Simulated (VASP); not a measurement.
# SiC (Cm) in VASP: further runs, part 2 of 2

VASP 6.6.1. Earlier steps stand in the parts before.

## (3) Single point, LDA

File INCAR:

```
PREC = Accurate
ENCUT = 520
EDIFF = 1E-6
ISMEAR = 0
SIGMA = 0.05
LREAL = F
LASPH = T
NELM = 60
ALGO = Normal
ISIF = 2
LWAVE = F
LCHARG = F
GGA = CA
NBANDS = 11
```

File KPOINTS:

```
regular mesh
0
Gamma
  12 12 12
```

File POSCAR:

```
SiC
1.0
    0.0000000000      2.1740000000      2.1740000000
    2.1740000000      0.0000000000      2.1740000000
    2.1740000000      2.1740000000      0.0000000000
Si C
1 1
Direct
   -0.1219710409      0.0000000000      0.0000000000
    0.7500000000      0.7500000000      0.7500000000
```

Potentials or basis: VASP PAW LDA potentials, release 64 (Si, C).

Launch:

```sh
cat potpaw_LDA.64/Si/POTCAR potpaw_LDA.64/C/POTCAR > POTCAR
mpirun -np 1 vasp_std > vasp.out
```

OUTCAR:

```text
PREC = Accurate
   ENCUT = 520
   EDIFF = 1E-6
   ISMEAR = 0
   LREAL = F
   LASPH = T
   NELM = 60
   ISIF = 2
   GGA = CA

 ion  position               nearest neighbor table
   1  0.878  0.000  0.000-   2 1.59   2 1.92   2 1.92   2 2.20
   2  0.750  0.750  0.750-   1 1.59   1 1.92   1 1.92   1 2.20

  LATTYP: Found a face centered cubic cell.
 ALAT       =     4.3480000000

  Lattice vectors:

 A1 = (   0.0000000000,   2.1740000000,   2.1740000000)
 A2 = (   2.1740000000,   0.0000000000,   2.1740000000)
 A3 = (   2.1740000000,   2.1740000000,   0.0000000000)

Analysis of symmetry for initial positions (statically):
=====================================================================
 Subroutine PRICEL returns:
 Original cell was already a primitive cell.

 Routine SETGRP: Setting up the symmetry group for a
 face centered cubic supercell.

 Subroutine GETGRP returns: Found  2 space group operations
 (whereof  2 operations were pure point group operations)
 out of a pool of 48 trial point group operations.

The static configuration has the point symmetry C_1h.

Analysis of symmetry for dynamics (positions and initial velocities):
=====================================================================
 Subroutine PRICEL returns:
 Original cell was already a primitive cell.

 Routine SETGRP: Setting up the symmetry group for a
 face centered cubic supercell.

 Subroutine GETGRP returns: Found  2 space group operations
 (whereof  2 operations were pure point group operations)
 out of a pool of 48 trial point group operations.

The dynamic configuration has the point symmetry C_1h.

 Subroutine INISYM returns: Found  2 space group operations
 (whereof  2 operations are pure point group operations),
 and found     1 'primitive' translations

----------------------------------------------------------------------------------------

                                     Primitive cell

  volume of cell :      20.5498

  direct lattice vectors                    reciprocal lattice vectors
     0.000000000  2.174000000  2.174000000    -0.229990800  0.229990800  0.229990800
     2.174000000  0.000000000  2.174000000     0.229990800 -0.229990800  0.229990800
     2.174000000  2.174000000  0.000000000     0.229990800  0.229990800 -0.229990800

  length of vectors
     3.074500285  3.074500285  3.074500285     0.398355752  0.398355752  0.398355752

  position of ions in fractional coordinates (direct lattice)
     0.878028959  0.000000000  0.000000000
     0.750000000  0.750000000  0.750000000

  ion indices of the primitive-cell ions
   primitive index   ion index
                 1           1
                 2           2

----------------------------------------------------------------------------------------

 KPOINTS: regular mesh

Automatic generation of k-mesh.
 Grid dimensions read from file:
 generate k-points for:   12   12   12

 Generating k-lattice:

  Cartesian coordinates                     Fractional coordinates (reciprocal lattice)
    -0.019165900  0.019165900  0.019165900     0.083333333  0.000000000  0.000000000
     0.019165900 -0.019165900  0.019165900     0.000000000  0.083333333  0.000000000
     0.019165900  0.019165900 -0.019165900     0.000000000  0.000000000  0.083333333

  Length of vectors
     0.033196313  0.033196313  0.033196313

  Shift w.r.t. Gamma in fractional coordinates (k-lattice)
     0.000000000  0.000000000  0.000000000

 Subroutine IBZKPT returns following result:
 ===========================================

 Found    476 irreducible k-points:

 Following reciprocal coordinates:
            Coordinates               Weight
  0.000000  0.000000  0.000000      1.000000
  0.083333  0.000000  0.000000      2.000000
  0.000000  0.083333  0.000000      4.000000
  0.083333  0.083333  0.083333      2.000000
  0.166667  0.000000  0.000000      2.000000
  0.000000  0.166667  0.000000      4.000000
[... 16 lines left out ...]
  0.000000  0.166667  0.083333      4.000000
  0.083333  0.000000  0.166667      4.000000
 [... further k-points ...]
   k-points           NKPTS =    476   k-points in BZ     NKDIM =    476   number of bands    NBANDS=     11
   number of dos      NEDOS =    301   number of ions     NIONS =      2
   total plane-waves  NPLWV =  13824
   dimension x,y,z NGX =    24 NGY =   24 NGZ =   24
   dimension x,y,z NGXF=    48 NGYF=   48 NGZF=   48
   ions per type =               1   1
   NGX,Y,Z   is equivalent  to a cutoff of  12.98, 12.98, 12.98 a.u.
   NGXF,Y,Z  is equivalent  to a cutoff of  25.95, 25.95, 25.95 a.u.
 SYSTEM =  unknown system
   PREC   = accura    normal or accurate (medium, high low for compatibility)
   ISTART =      0    job   : 0-new  1-cont  2-samecut
   ICHARG =      2    charge: 1-file 2-atom 10-const
   ISPIN  =      1    spin polarized calculation?
   LNONCOLLINEAR =      F non collinear calculations
   LSORBIT =      F    spin-orbit coupling
   LASPH  =      T    aspherical Exc in radial PAW
   ENCUT  =  520.0 eV  38.22 Ry    6.18 a.u.   5.72  5.72  5.72*2*pi/ulx,y,z
   NELM   =     60;   NELMIN=  2; NELMDL= -5     # of ELM steps
   EDIFF  = 0.1E-05   stopping-criterion for ELM
   LREAL  =      F    real-space projection
   EDIFFG = 0.1E-04   stopping-criterion for IOM
   NSW    =      0    number of steps for IOM
   IBRION =     -1    ionic relax: 0-MD 1-quasi-New 2-CG
   NFREE  =      0    steps in history (QN), initial steepest desc. (CG)
   ISIF   =      2    stress and relaxation
   ISYM   =      2    0-nonsym 1-usesym 2-fastsym
   POTIM  = 0.5000    time-step for ionic-motion
   TEBEG  =    0.0;   TEEND  =   0.0 temperature during run
   PSTRESS=    0.0 pullay stress
   NELECT =       8.0000    total number of electrons
   NUPDOWN=      -1.0000    fix difference up-down
   EMIN   =  10.00;   EMAX   =-10.00  energy-range for DOS
   EFERMI =   0.00;   METHOD = LEGACY
   ISMEAR =     0;   SIGMA  =   0.05  broadening in eV -4-tet -1-fermi 0-gaus
   EFERMI_NEDOS =   21; number of points for ismear=-14 and -15
   IALGO  =     38    algorithm
   IMIX   =      4    mixing-type and parameters
     AMIX     =   0.40;   BMIX     =  1.00
     AMIX_MAG =   1.60;   BMIX_MAG =  1.00
  volume/ion in A,a.u.               =      10.27        69.34
  Fermi-wavevector in a.u.,A,eV,Ry     =   1.195369  2.258920 19.441458  1.428907
  Thomas-Fermi vector in A             =   2.331336
   LORBIT       =      0    0 simple, 1 ext, 2 COOP (PROOUT), +10 PAW based schemes
   GGA     = CA    functional components
   LHFCALC =     F    Hartree Fock is set to
   AEXX    =    0.0000 exact exchange contribution
   IVDW    =     0    specifies the selected vdW correction
   LEPSILON=     F    determine dielectric tensor
   LRPA    =     F    only Hartree local field effects (RPA)
 non-spin polarized calculation
 Gauss-broadening in eV      SIGMA  =   0.05
  energy-cutoff  :      520.00
  volume of cell :       20.55
 maximum number of plane-waves:       568
   NGX = 11   NGY = 11   NGZ = 11

 number of electron       8.0000001 magnetization

 Free energy of the ion-electron system (eV)
  ---------------------------------------------------
  ext. energy  EPLUGINS =         0.00000000
  ---------------------------------------------------
  free energy    TOTEN  =       -15.22452116 eV

  energy without entropy =      -15.22441288  energy(sigma->0) =      -15.22446702

 E-fermi :   9.2006     XC(G=0): -11.5784

 val. band max:        9.1873428432   @ k =   0.0833   0.0833   0.1667
 cond. band min:       9.2749170970   @ k =   0.0000   0.0000   0.0000
 fundamental gap:      0.0875742537
 Fermi energy:         9.2006243017

 k-point     1 :       0.0000    0.0000    0.0000
  band No.  band energies     occupation
      1      -7.3084      2.00000
      2       6.3324      2.00000
      3       8.1486      2.00000
      4       9.2749      0.03561
      5      13.8842      0.00000
      6      15.0422      0.00000
      7      15.5168      0.00000
      8      16.4361      0.00000
      9      22.2945      0.00000
     10      22.3834      0.00000
     11      23.1556      0.00000
[... 309 lines left out ...]
 k-point    24 :       0.0833    0.0000    0.1667
  band No.  band energies     occupation
      1      -6.8123      2.00000
      2       5.3882      2.00000
      3       6.8839      2.00000
      4       8.8975      2.00000
      5      13.9105      0.00000
      6      14.7474      0.00000
      7      16.1043      0.00000
      8      17.7122      0.00000
      9      20.0275      0.00000
     10      22.2182      0.00000
     11      23.8904      0.00000

 [... further k-points ...]

------------------------ aborting loop because EDIFF is reached ----------------------------------------

  FORCE on cell =-STRESS in cart. coord.  units (eV):
  Direction    XX          YY          ZZ          XY          YZ          ZX
  --------------------------------------------------------------------------------------
  -------------------------------------------------------------------------------------
  Total        3.6158490      1.2332144      1.2332144      2.9490370      2.4998354      2.9490370
  in kB      281.9111486     96.1480655     96.1480655    229.9228806    194.9006943    229.9228801
  external PRESSURE =     158.0690932 kB  Pullay stress =       0.0000000 kB

 VOLUME and BASIS-vectors are now :
 -----------------------------------------------------------------------------
  energy-cutoff  :      520.00
  volume of cell :       20.55
      direct lattice vectors                 reciprocal lattice vectors
     0.000000000  2.174000000  2.174000000    -0.229990800  0.229990800  0.229990800
     2.174000000  0.000000000  2.174000000     0.229990800 -0.229990800  0.229990800
     2.174000000  2.174000000  0.000000000     0.229990800  0.229990800 -0.229990800

 POSITION                                       TOTAL-FORCE (eV/Angst)
 -----------------------------------------------------------------------------------
      0.00000      1.90883      1.90883         5.153453      5.603585      5.603585
      3.26100      3.26100      3.26100        -5.153453     -5.603585     -5.603585
 -----------------------------------------------------------------------------------
    total drift:                                0.000098      0.000116      0.000116

  FREE ENERGIE OF THE ION-ELECTRON SYSTEM (eV)
  ---------------------------------------------------
  free  energy   TOTEN  =       -15.2245211557 eV

  energy  without entropy=      -15.2244128811  energy(sigma->0) =      -15.22446702
```

Wall time 82 s (1 thread of Intel Xeon 8259CL, shared host); peak memory 0.21 GiB.

Results:

| Item | Value |
| --- | --- |
| Free energy | -15.2245 eV |
| Pressure | 15.8 GPa |
| Largest force | 9.453 eV/Å |
| Band gap on the k mesh | zero (bands 4 and 5 overlap by 0.28 eV) |

Forces on the atoms (eV/Å):
```
Si   5.153  5.604  5.604
C   -5.153 -5.604 -5.604
```

Levels at points of the mesh, in eV from the Fermi level:
```csv
k point,band 1,band 2,band 3,band 4,band 5,band 6,band 7,band 8,band 9
"(0.00, 0.00, 0.00)",-16.51,-2.87,-1.05,0.07,4.68,5.84,6.32,7.24,13.09
"(0.50, 0.00, 0.00)",-13.27,-8.84,-3.46,-1.80,4.23,4.67,6.59,8.68,13.88
"(0.00, 0.50, 0.00)",-12.98,-9.65,-3.29,-0.86,3.53,4.83,7.30,8.99,13.77
"(0.50, 0.50, 0.50)",-12.53,-10.59,-2.36,-1.18,4.00,5.80,7.44,8.30,13.57
"(0.50, 0.50, 0.00)",-11.62,-8.84,-4.77,-3.72,-0.06,2.86,12.04,13.16,13.40
"(0.00, 0.50, 0.50)",-11.55,-9.11,-4.27,-3.67,-0.20,2.58,11.79,13.24,14.11
```

Caveat: the cell differs from its parent crystal (all Si atoms moved +0.375 Å, as atom 1 towards its neighbour atom 1 (Si) at 3.075 Å); the cell stands under pressure; semilocal functionals underestimate gaps, so a narrow gap can read as zero; forces of over 1 eV/Å act on the atoms, so gaps and moduli don't describe the material at rest.

## (4) Single point, LDA

File INCAR:

```
ALGO     = Normal         # electronic algorithm
EDIFF    = 1E-6           # SCF threshold, eV
ENCUT    = 520            # plane-wave cutoff, eV
ISIF     = 2              # what is computed and relaxed
ISMEAR   = 0              # smearing method
LASPH    = True           # aspherical terms in the spheres
LCHARG   = True           # write CHGCAR
LELF     = True           # ELF
LREAL    = False          # projectors in reciprocal space
LVHAR    = True         
LWAVE    = False          # write WAVECAR
NBANDS   = 11             # bands
NELM     = 80             # most SCF steps
PREC     = Accurate       # precision mode
SIGMA    = 0.05           # smearing width, eV
```

File KPOINTS:

```
k-points
0
Gamma
  12 12 12
```

Changes to POSCAR since step 3:

```diff
@@ -8,3 +8,3 @@
 Direct
-   -0.1219710409      0.0000000000      0.0000000000
+    0.0813140273      0.0000000000      0.0000000000
     0.7500000000      0.7500000000      0.7500000000
```

Potentials or basis: VASP PAW LDA potentials, release 64 (Si, C).

Launch:

```sh
cat potpaw_LDA.64/Si/POTCAR potpaw_LDA.64/C/POTCAR > POTCAR
mpirun -np 1 vasp_std > vasp.out
```

OUTCAR:

```text
EDIFF = 1E-6
   ENCUT = 520
   ISIF = 2
   ISMEAR = 0
   LASPH = True
   LREAL = False
   NELM = 80
   PREC = Accurate

 ion  position               nearest neighbor table
   1  0.081  0.000  0.000-   2 1.68   2 1.90   2 1.90   2 2.09
   2  0.750  0.750  0.750-   1 1.68   1 1.90   1 1.90   1 2.09

  LATTYP: Found a face centered cubic cell.
 ALAT       =     4.3480000000

  Lattice vectors:

 A1 = (   0.0000000000,   2.1740000000,   2.1740000000)
[... 521 lines left out ...]

------------------------ aborting loop because EDIFF is reached ----------------------------------------

  FORCE on cell =-STRESS in cart. coord.  units (eV):
  Direction    XX          YY          ZZ          XY          YZ          ZX
  --------------------------------------------------------------------------------------
  -------------------------------------------------------------------------------------
  Total        1.2574208      0.3789699      0.3789699     -1.6593363      1.1644258     -1.6593362
  in kB       98.0353285     29.5465427     29.5465427   -129.3708320     90.7849350   -129.3708302
  external PRESSURE =      52.3761380 kB  Pullay stress =       0.0000000 kB

 VOLUME and BASIS-vectors are now :
 -----------------------------------------------------------------------------
  energy-cutoff  :      520.00
  volume of cell :       20.55
      direct lattice vectors                 reciprocal lattice vectors
     0.000000000  2.174000000  2.174000000    -0.229990800  0.229990800  0.229990800
     2.174000000  0.000000000  2.174000000     0.229990800 -0.229990800  0.229990800
     2.174000000  2.174000000  0.000000000     0.229990800  0.229990800 -0.229990800

 POSITION                                       TOTAL-FORCE (eV/Angst)
 -----------------------------------------------------------------------------------
      0.00000      0.17678      0.17678         2.208041     -3.543911     -3.543911
      3.26100      3.26100      3.26100        -2.208041      3.543911      3.543911
 -----------------------------------------------------------------------------------
    total drift:                                0.000074     -0.000114     -0.000114

  FREE ENERGIE OF THE ION-ELECTRON SYSTEM (eV)
  ---------------------------------------------------
  free  energy   TOTEN  =       -16.0290040533 eV

  energy  without entropy=      -16.0290021340  energy(sigma->0) =      -16.02900309
```

OSZICAR:

```text
N       E                     dE             d eps       ncg     rms          rms(c)
DAV:   1     0.327800664696E+01    0.32780E+01   -0.39892E+03 10616   0.622E+02
DAV:   2    -0.176487737027E+02   -0.20927E+02   -0.20099E+02 13143   0.112E+02
DAV:   3    -0.183087923283E+02   -0.66002E+00   -0.65879E+00 12884   0.170E+01
DAV:   4    -0.183116211685E+02   -0.28288E-02   -0.28286E-02 11933   0.142E+00
DAV:   5    -0.183116349545E+02   -0.13786E-04   -0.13786E-04 12825   0.918E-02    0.968E+00
DAV:   6    -0.161254659543E+02    0.21862E+01   -0.82142E+00 11669   0.127E+01    0.411E+00
DAV:   7    -0.160513444372E+02    0.74122E-01   -0.42459E-01 12632   0.386E+00    0.192E+00
DAV:   8    -0.160294538803E+02    0.21891E-01   -0.31760E-02 12074   0.109E+00    0.193E-01
DAV:   9    -0.160290029217E+02    0.45096E-03   -0.25362E-03 12581   0.283E-01    0.106E-01
DAV:  10    -0.160290027558E+02    0.16583E-06   -0.16532E-04 11621   0.819E-02    0.417E-02
DAV:  11    -0.160290042682E+02   -0.15123E-05   -0.99714E-06 12464   0.202E-02    0.221E-02
DAV:  12    -0.160290040533E+02    0.21487E-06   -0.15083E-06  6477   0.779E-03
   1 F= -.16029004E+02 E0= -.16029003E+02  d E =-.191932E-05
```

stdout:

```text
POSCAR found type information on POSCAR SiC
 POSCAR found :  2 types and       2 ions
 scaLAPACK will be used
 LDA part: xc-table for (Slater(with rela. corr.)+CA(PZ))
 , standard interpolation
 POSCAR, INCAR and KPOINTS ok, starting setup
 FFT: planning ... GRIDC
 FFT: planning ... GRID_SOFT
 FFT: planning ... GRID
 WAVECAR not read
 entering main loop
```

It took 1.7 min on 1 thread of Intel Xeon 8259CL, shared host; peak memory 0.21 GiB.

Results:

* Free energy: -16.0290 eV
* Pressure: 5.2 GPa
* Largest force: 5.477 eV/Å
* Band gap on the k mesh: 0.17 eV (least direct gap 3.96 eV)

Forces on the atoms (eV/Å):
```
Si   2.208 -3.544 -3.544
C   -2.208  3.544  3.544
```

Stress tensor (GPa, compression positive):
```
  9.80 -12.94 -12.94
-12.94   2.95   9.08
-12.94   9.08   2.95
```

Caveat: the cell differs from its parent crystal (all Si atoms moved -0.250 Å, as atom 1 towards its neighbour atom 1 (Si) at 3.075 Å); the cell stands under pressure; forces of over 1 eV/Å act on the atoms, so gaps and moduli don't describe the material at rest. A k mesh can miss the band edges.

## (5) Summary

| cell | gap on the mesh (eV) | pressure (GPa) | largest force (eV/Å) |
| --- | --- | --- | --- |
| as given, atomic positions A | none | 31.8 | 14.82 |
| as given, atomic positions B | none | 15.8 | 9.45 |
| as given, atomic positions C | 0.17 | 5.2 | 5.48 |

Alike in all rows: task single point; level LDA; potentials or basis VASP PAW LDA potentials, release 64 (Si, C); no spin polarisation; k mesh 12 × 12 × 12; cutoff (eV) 520; smearing gaussian 0.05 eV.

Caveats: the cell stands under pressure; forces of over 1 eV/Å act on the atoms, so gaps and moduli don't describe the material at rest; semilocal functionals underestimate gaps, so a narrow gap can read as zero (at least some runs).

Absolute energies hang on the potentials; compare differences alone.
